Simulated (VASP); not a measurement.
# PBr in VASP: notebook

PBr is run at these levels: PBE, LDA; tasks: single point.

All numbers are computed with VASP 6.6.1; they aren't measurements. Logs are shortened: lines on timing, memory, paths and dates and some standing lists are left out, and cuts for length are marked.

## (1) The cell of the first run

The typed cell holds 4 atoms: a = 4.939 Å, b = 5.589 Å, c = 6.306 Å, α = 93.19°, β = 96.34°, γ = 111.65°.

## (2) Single point, PBE

File INCAR:

```
SYSTEM = PBr
PREC = Accurate ; ENCUT = 520
EDIFF = 1E-6 ; ISMEAR = 1
SIGMA = 0.1 ; LREAL = .False.
LASPH = .True. ; NELM = 100
ALGO = Normal ; ISIF = 2
LWAVE = .False. ; LCHARG = .False.
GGA = PE ; NBANDS = 20
```

File KPOINTS:

```
Automatic mesh
0
Gamma
  4 4 3
  0 0 0
```

File POSCAR:

```
PBr
1.0
    4.9385630000      0.0000000000      0.0000000000
   -2.0623900000      5.1944970000      0.0000000000
   -0.6967810000     -0.6537650000      6.2332560000
Br P
2 2
Direct
    0.6583320000      0.8530730000      0.2410890000
    0.3309270000      0.1436850000      0.7589710000
    0.6397640000      0.4981900000      0.6328680000
    0.3594060000      0.4971470000      0.3737420000
```

Potentials or basis: VASP PAW PBE potentials, release 64 (Br, P).

Command:

```
> cat potpaw_PBE.64/Br/POTCAR potpaw_PBE.64/P/POTCAR > POTCAR
> mpirun -np 1 vasp_std > vasp.out
```

OUTCAR:

```text
SYSTEM = PBr
   PREC = Accurate
   ENCUT = 520
   EDIFF = 1E-6
   ISMEAR = 1
   LREAL = .False.
   LASPH = .True.
   NELM = 100
   ISIF = 2
   GGA = PE

 ion  position               nearest neighbor table
   1  0.658  0.853  0.241-   4 2.26
   2  0.331  0.144  0.759-   3 2.26
   3  0.640  0.498  0.633-   4 2.02   2 2.26
   4  0.359  0.497  0.374-   3 2.02   1 2.26

  LATTYP: Found a triclinic cell.
 ALAT       =    10.6206512695
 B/A-ratio  =     1.2981108736
 C/A-ratio  =     0.5937545491
 COS(alpha) =     0.0054841721
 COS(beta)  =     0.5716244624
 COS(gamma) =     0.8051544706

  Lattice vectors:

 A1 = (  -6.3041720000,   5.8482620000,  -6.2332560000)
 A2 = (  -9.0633430000,  10.3889940000,   0.0000000000)
 A3 = (   0.6967810000,   0.6537650000,  -6.2332560000)

Analysis of symmetry for initial positions (statically):
=====================================================================
 Subroutine PRICEL returns:
 Original cell was already a primitive cell.

 Routine SETGRP: Setting up the symmetry group for a
 triclinic supercell.

 Subroutine GETGRP returns: Found  1 space group operations
 (whereof  1 operations were pure point group operations)
 out of a pool of  2 trial point group operations.

The static configuration has the point symmetry C_1 .

Analysis of symmetry for dynamics (positions and initial velocities):
=====================================================================
 Subroutine PRICEL returns:
 Original cell was already a primitive cell.

 Routine SETGRP: Setting up the symmetry group for a
 triclinic supercell.

 Subroutine GETGRP returns: Found  1 space group operations
 (whereof  1 operations were pure point group operations)
 out of a pool of  2 trial point group operations.

The dynamic configuration has the point symmetry C_1 .

 Subroutine INISYM returns: Found  1 space group operations
 (whereof  1 operations are pure point group operations),
 and found     1 'primitive' translations

----------------------------------------------------------------------------------------

                                     Primitive cell

  volume of cell :     159.9039

  direct lattice vectors                    reciprocal lattice vectors
     4.938563000  0.000000000  0.000000000     0.202488052  0.080394566  0.031067067
    -2.062390000  5.194497000  0.000000000     0.000000000  0.192511421  0.020191250
    -0.696781000 -0.653765000  6.233256000     0.000000000  0.000000000  0.160429798

  length of vectors
     4.938563000  5.588940114  6.306060006     0.220067853  0.193567388  0.160429798

  position of ions in fractional coordinates (direct lattice)
     0.658332000  0.853073000  0.241089000
     0.330927000  0.143685000  0.758971000
     0.639764000  0.498190000  0.632868000
     0.359406000  0.497147000  0.373742000

  ion indices of the primitive-cell ions
   primitive index   ion index
                 1           1
                 2           2
                 3           3
                 4           4

----------------------------------------------------------------------------------------

 KPOINTS: Automatic mesh

Automatic generation of k-mesh.
 Grid dimensions read from file:
 generate k-points for:    4    4    3

 Generating k-lattice:

  Cartesian coordinates                     Fractional coordinates (reciprocal lattice)
     0.050622013  0.020098642  0.007766767     0.250000000 -0.000000000  0.000000000
     0.000000000  0.048127855  0.005047812     0.000000000  0.250000000  0.000000000
     0.000000000  0.000000000  0.053476599     0.000000000  0.000000000  0.333333333

  Length of vectors
     0.055016963  0.048391847  0.053476599

  Shift w.r.t. Gamma in fractional coordinates (k-lattice)
     0.000000000  0.000000000  0.000000000

 Subroutine IBZKPT returns following result:
 ===========================================

 Found     26 irreducible k-points:

 Following reciprocal coordinates:
            Coordinates               Weight
  0.000000  0.000000  0.000000      1.000000
  0.250000  0.000000  0.000000      2.000000
  0.500000  0.000000  0.000000      1.000000
  0.000000  0.250000  0.000000      2.000000
  0.250000  0.250000  0.000000      2.000000
  0.500000  0.250000 -0.000000      2.000000
[... 16 lines left out ...]
  0.000000 -0.250000  0.333333      2.000000
  0.250000 -0.250000  0.333333      2.000000
 [... further k-points ...]
   k-points           NKPTS =     26   k-points in BZ     NKDIM =     26   number of bands    NBANDS=     20
   number of dos      NEDOS =    301   number of ions     NIONS =      4
   total plane-waves  NPLWV =  80640
   dimension x,y,z NGX =    40 NGY =   42 NGZ =   48
   dimension x,y,z NGXF=    80 NGYF=   84 NGZF=   96
   ions per type =               2   2
   NGX,Y,Z   is equivalent  to a cutoff of  13.47, 12.49, 12.65 a.u.
   NGXF,Y,Z  is equivalent  to a cutoff of  26.93, 24.99, 25.31 a.u.
 SYSTEM =  PBr
   PREC   = accura    normal or accurate (medium, high low for compatibility)
   ISTART =      0    job   : 0-new  1-cont  2-samecut
   ICHARG =      2    charge: 1-file 2-atom 10-const
   ISPIN  =      1    spin polarized calculation?
   LNONCOLLINEAR =      F non collinear calculations
   LSORBIT =      F    spin-orbit coupling
   LASPH  =      T    aspherical Exc in radial PAW
   ENCUT  =  520.0 eV  38.22 Ry    6.18 a.u.   9.18 10.39 11.73*2*pi/ulx,y,z
   NELM   =    100;   NELMIN=  2; NELMDL= -5     # of ELM steps
   EDIFF  = 0.1E-05   stopping-criterion for ELM
   LREAL  =      F    real-space projection
   EDIFFG = 0.1E-04   stopping-criterion for IOM
   NSW    =      0    number of steps for IOM
   IBRION =     -1    ionic relax: 0-MD 1-quasi-New 2-CG
   NFREE  =      0    steps in history (QN), initial steepest desc. (CG)
   ISIF   =      2    stress and relaxation
   ISYM   =      2    0-nonsym 1-usesym 2-fastsym
   POTIM  = 0.5000    time-step for ionic-motion
   TEBEG  =    0.0;   TEEND  =   0.0 temperature during run
   PSTRESS=    0.0 pullay stress
   NELECT =      24.0000    total number of electrons
   NUPDOWN=      -1.0000    fix difference up-down
   EMIN   =  10.00;   EMAX   =-10.00  energy-range for DOS
   EFERMI =   0.00;   METHOD = LEGACY
   ISMEAR =     1;   SIGMA  =   0.10  broadening in eV -4-tet -1-fermi 0-gaus
   EFERMI_NEDOS =   21; number of points for ismear=-14 and -15
   IALGO  =     38    algorithm
   IMIX   =      4    mixing-type and parameters
     AMIX     =   0.40;   BMIX     =  1.00
     AMIX_MAG =   1.60;   BMIX_MAG =  1.00
  volume/ion in A,a.u.               =      39.98       269.77
  Fermi-wavevector in a.u.,A,eV,Ry     =   0.870013  1.644085 10.298549  0.756922
  Thomas-Fermi vector in A             =   1.988917
   LORBIT       =      0    0 simple, 1 ext, 2 COOP (PROOUT), +10 PAW based schemes
   GGA     = PE    functional components
   LHFCALC =     F    Hartree Fock is set to
   AEXX    =    0.0000 exact exchange contribution
   IVDW    =     0    specifies the selected vdW correction
   LEPSILON=     F    determine dielectric tensor
   LRPA    =     F    only Hartree local field effects (RPA)
 non-spin polarized calculation
 Methfessel and Paxton  Order N= 1 SIGMA  =   0.10
  energy-cutoff  :      520.00
  volume of cell :      159.90
 maximum number of plane-waves:      4334
 NGX is ok and might be reduce to    40
   NGX = 19   NGY = 21   NGZ = 23

 number of electron      24.0000001 magnetization

 Free energy of the ion-electron system (eV)
  ---------------------------------------------------
  ext. energy  EPLUGINS =         0.00000000
  ---------------------------------------------------
  free energy    TOTEN  =       -14.12270231 eV

  energy without entropy =      -14.12397913  energy(sigma->0) =      -14.12312791

 E-fermi :  -0.7585     XC(G=0):  -6.7593

 val. band max:       -0.8158889432   @ k =   0.0000   0.5000   0.3333
 cond. band min:       0.7924516514   @ k =   0.0000   0.5000   0.3333
 fundamental gap:      1.6083405946
 Fermi energy:        -0.7585242871

 k-point     1 :       0.0000    0.0000    0.0000
  band No.  band energies     occupation
      1     -15.7473      2.00000
      2     -15.3350      2.00000
      3     -11.7169      2.00000
      4      -7.8234      2.00000
      5      -4.6200      2.00000
      6      -4.5976      2.00000
[... 12 lines left out ...]
     19       6.3999      0.00000
     20       7.5749      0.00000

 k-point     2 :       0.2500    0.0000    0.0000
  band No.  band energies     occupation
      1     -15.7131      2.00000
      2     -15.3424      2.00000
      3     -11.7273      2.00000
      4      -7.9912      2.00000
      5      -4.7042      2.00000
      6      -4.3901      2.00000
[... 12 lines left out ...]
     19       6.9493      0.00000
     20       7.3292      0.00000

 k-point     3 :       0.5000    0.0000    0.0000
  band No.  band energies     occupation
      1     -15.6758      2.00000
      2     -15.3527      2.00000
      3     -11.7374      2.00000
      4      -8.1476      2.00000
      5      -4.5310      2.00000
      6      -4.5134      2.00000
[... 12 lines left out ...]
     19       7.4366      0.00000
     20       8.0368      0.00000

 k-point     4 :       0.0000    0.2500    0.0000
  band No.  band energies     occupation
      1     -15.6938      2.00000
      2     -15.3724      2.00000
      3     -11.7631      2.00000
      4      -7.9407      2.00000
      5      -4.6832      2.00000
      6      -4.3900      2.00000
[... 12 lines left out ...]
     19       6.9857      0.00000
     20       7.2102      0.00000

 k-point     5 :       0.2500    0.2500    0.0000
  band No.  band energies     occupation
      1     -15.6521      2.00000
      2     -15.3872      2.00000
      3     -11.7735      2.00000
      4      -8.0946      2.00000
      5      -4.5548      2.00000
      6      -4.4724      2.00000
[... 12 lines left out ...]
     19       7.0190      0.00000
     20       7.3953      0.00000
[... 353 lines left out ...]
      6      -4.6457      2.00000
[... 12 lines left out ...]
     19       7.1138      0.00000
     20       7.6108      0.00000

 k-point    22 :      -0.2500    0.5000    0.3333
  band No.  band energies     occupation
      1     -15.6422      2.00000
      2     -15.3939      2.00000
      3     -11.7976      2.00000
      4      -7.9253      2.00000
      5      -4.7483      2.00000
      6      -4.4233      2.00000
[... 12 lines left out ...]
     19       6.5543      0.00000
     20       6.8599      0.00000

 k-point    23 :       0.0000   -0.2500    0.3333
  band No.  band energies     occupation
      1     -15.6518      2.00000
      2     -15.4161      2.00000
      3     -11.7702      2.00000
      4      -7.9323      2.00000
      5      -4.8197      2.00000
      6      -4.3718      2.00000
[... 12 lines left out ...]
     19       7.0577      0.00000
     20       7.2811      0.00000

 k-point    24 :       0.2500   -0.2500    0.3333
  band No.  band energies     occupation
      1     -15.6628      2.00000
      2     -15.4009      2.00000
      3     -11.7156      2.00000
      4      -7.8640      2.00000
      5      -4.8866      2.00000
      6      -4.6175      2.00000
[... 12 lines left out ...]
     19       7.2559      0.00000
     20       7.4765      0.00000

 [... further k-points ...]
[... 5 lines left out ...]
  --------------------------------------------------------------------------------------
  -------------------------------------------------------------------------------------
  Total        0.4332980     -0.1657305      0.6914566     -0.1856642      0.2155942      0.6830146
  in kB        4.3414838     -1.6605581      6.9281365     -1.8602862      2.1601732      6.8435506
  external PRESSURE =       3.2030207 kB  Pullay stress =       0.0000000 kB

 VOLUME and BASIS-vectors are now :
 -----------------------------------------------------------------------------
  energy-cutoff  :      520.00
  volume of cell :      159.90
      direct lattice vectors                 reciprocal lattice vectors
     4.938563000  0.000000000  0.000000000     0.202488052  0.080394566  0.031067067
    -2.062390000  5.194497000  0.000000000     0.000000000  0.192511421  0.020191250
    -0.696781000 -0.653765000  6.233256000     0.000000000  0.000000000  0.160429798

 POSITION                                       TOTAL-FORCE (eV/Angst)
 -----------------------------------------------------------------------------------
      1.32386      4.27367      1.50277        -0.023171     -0.208244      0.061198
      0.80913      0.25018      4.73086         0.023448      0.128347     -0.006954
      1.69108      2.17410      3.94483         0.329454     -0.077817      0.422784
      0.48922      2.33809      2.32963        -0.329731      0.157714     -0.477028
 -----------------------------------------------------------------------------------
    total drift:                                0.000075      0.000060      0.000271

  FREE ENERGIE OF THE ION-ELECTRON SYSTEM (eV)
  ---------------------------------------------------
  free  energy   TOTEN  =       -14.1227023052 eV

  energy  without entropy=      -14.1239791341  energy(sigma->0) =      -14.12312791
```

It took 70 s on 1 thread of Intel Xeon 6975P-C, shared host; peak memory 0.28 GiB.

What came out:

```yaml
Free_energy: -14.1227 eV
Pressure: 0.3 GPa
Largest_force: 0.601 eV/Å
Band_gap_on_the_k_mesh: 1.61 eV, direct
```

Forces on the atoms (eV/Å):
```
Br  -0.023 -0.208  0.061
Br   0.023  0.128 -0.007
P    0.329 -0.078  0.423
P   -0.330  0.158 -0.477
```

A k mesh can miss the band edges.

## (3) Single point, PBE

File INCAR:

```
ALGO = Normal ; EDIFF = 1E-6
ENCUT = 520 ; GGA = PE
ISIF = 2 ; ISMEAR = 1
LASPH = T ; LCHARG = F
LREAL = F ; LWAVE = F
NBANDS = 20 ; NELM = 80
PREC = Accurate ; SIGMA = 0.1
```

File KPOINTS:

```
k-points
0
Gamma
  4 4 3
```

POSCAR is that of step 2.

Potentials or basis: VASP PAW PBE potentials, release 64 (Br, P).

Command:

```
> cat potpaw_PBE.64/Br/POTCAR potpaw_PBE.64/P/POTCAR > POTCAR
> mpirun -np 1 vasp_std > vasp.out
```

OUTCAR:

```text
EDIFF = 1E-6
   ENCUT = 520
   GGA = PE
   ISIF = 2
   ISMEAR = 1
   LASPH = T
   LREAL = F
   NELM = 80
   PREC = Accurate

 ion  position               nearest neighbor table
   1  0.658  0.853  0.241-   4 2.26
   2  0.331  0.144  0.759-   3 2.26
   3  0.640  0.498  0.633-   4 2.02   2 2.26
   4  0.359  0.497  0.374-   3 2.02   1 2.26

  LATTYP: Found a triclinic cell.
 ALAT       =    10.6206512695
[... 204 lines left out ...]
      5      -4.6200      2.00000
      6      -4.5976      2.00000
[... 541 lines left out ...]
     19       7.2559      0.00000
     20       7.4765      0.00000

 [... further k-points ...]
[... 5 lines left out ...]
  --------------------------------------------------------------------------------------
  -------------------------------------------------------------------------------------
  Total        0.4332980     -0.1657305      0.6914566     -0.1856642      0.2155942      0.6830146
  in kB        4.3414838     -1.6605581      6.9281365     -1.8602862      2.1601732      6.8435506
  external PRESSURE =       3.2030207 kB  Pullay stress =       0.0000000 kB

 VOLUME and BASIS-vectors are now :
 -----------------------------------------------------------------------------
  energy-cutoff  :      520.00
  volume of cell :      159.90
      direct lattice vectors                 reciprocal lattice vectors
     4.938563000  0.000000000  0.000000000     0.202488052  0.080394566  0.031067067
    -2.062390000  5.194497000  0.000000000     0.000000000  0.192511421  0.020191250
    -0.696781000 -0.653765000  6.233256000     0.000000000  0.000000000  0.160429798

 POSITION                                       TOTAL-FORCE (eV/Angst)
 -----------------------------------------------------------------------------------
      1.32386      4.27367      1.50277        -0.023171     -0.208244      0.061198
      0.80913      0.25018      4.73086         0.023448      0.128347     -0.006954
      1.69108      2.17410      3.94483         0.329454     -0.077817      0.422784
      0.48922      2.33809      2.32963        -0.329731      0.157714     -0.477028
 -----------------------------------------------------------------------------------
    total drift:                                0.000075      0.000060      0.000271

  FREE ENERGIE OF THE ION-ELECTRON SYSTEM (eV)
  ---------------------------------------------------
  free  energy   TOTEN  =       -14.1227023052 eV

  energy  without entropy=      -14.1239791341  energy(sigma->0) =      -14.12312791
```

OSZICAR:

```text
N       E                     dE             d eps       ncg     rms          rms(c)
DAV:   1     0.136668007857E+03    0.13667E+03   -0.92532E+03  1040   0.955E+02
DAV:   2    -0.156069846280E+01   -0.13823E+03   -0.13463E+03  1368   0.170E+02
DAV:   3    -0.142830070549E+02   -0.12722E+02   -0.12673E+02  1380   0.572E+01
DAV:   4    -0.144448654682E+02   -0.16186E+00   -0.16176E+00  1276   0.763E+00
DAV:   5    -0.144472240390E+02   -0.23586E-02   -0.23583E-02  1368   0.946E-01    0.998E+00
DAV:   6    -0.141870357500E+02    0.26019E+00   -0.24823E-01  1228   0.260E+00    0.555E+00
DAV:   7    -0.141223729676E+02    0.64663E-01   -0.32623E-01  1264   0.271E+00    0.806E-01
DAV:   8    -0.141224703649E+02   -0.97397E-04   -0.35524E-02  1176   0.103E+00    0.472E-01
DAV:   9    -0.141227132437E+02   -0.24288E-03   -0.17530E-03  1272   0.226E-01    0.179E-01
DAV:  10    -0.141226625177E+02    0.50726E-04   -0.76789E-04  1224   0.143E-01    0.613E-02
DAV:  11    -0.141227013487E+02   -0.38831E-04   -0.10530E-04  1296   0.569E-02    0.353E-02
DAV:  12    -0.141227023052E+02   -0.95652E-06   -0.47293E-06  1412   0.115E-02
   1 F= -.14122702E+02 E0= -.14123128E+02  d E =0.127683E-02
```

stdout:

```text
POSCAR found type information on POSCAR BrP
 POSCAR found :  2 types and       4 ions
 scaLAPACK will be used
 LDA part: xc-table for (Slater+PW92), standard interpolation
 POSCAR, INCAR and KPOINTS ok, starting setup
 FFT: planning ... GRIDC
 FFT: planning ... GRID_SOFT
 FFT: planning ... GRID
 WAVECAR not read
 entering main loop
```

Run time: 69 s. Hardware: 1 thread of Intel Xeon 6975P-C, shared host; peak memory 0.28 GiB.

Results:

```
Free energy            : -14.1227 eV
Pressure               : 0.3 GPa
Largest force          : 0.601 eV/Å
Band gap on the k mesh : 1.61 eV, direct
```

Forces on the atoms (eV/Å):
```
Br  -0.023 -0.208  0.061
Br   0.023  0.128 -0.007
P    0.329 -0.078  0.423
P   -0.330  0.158 -0.477
```

(Continued in part 2 of 2.)
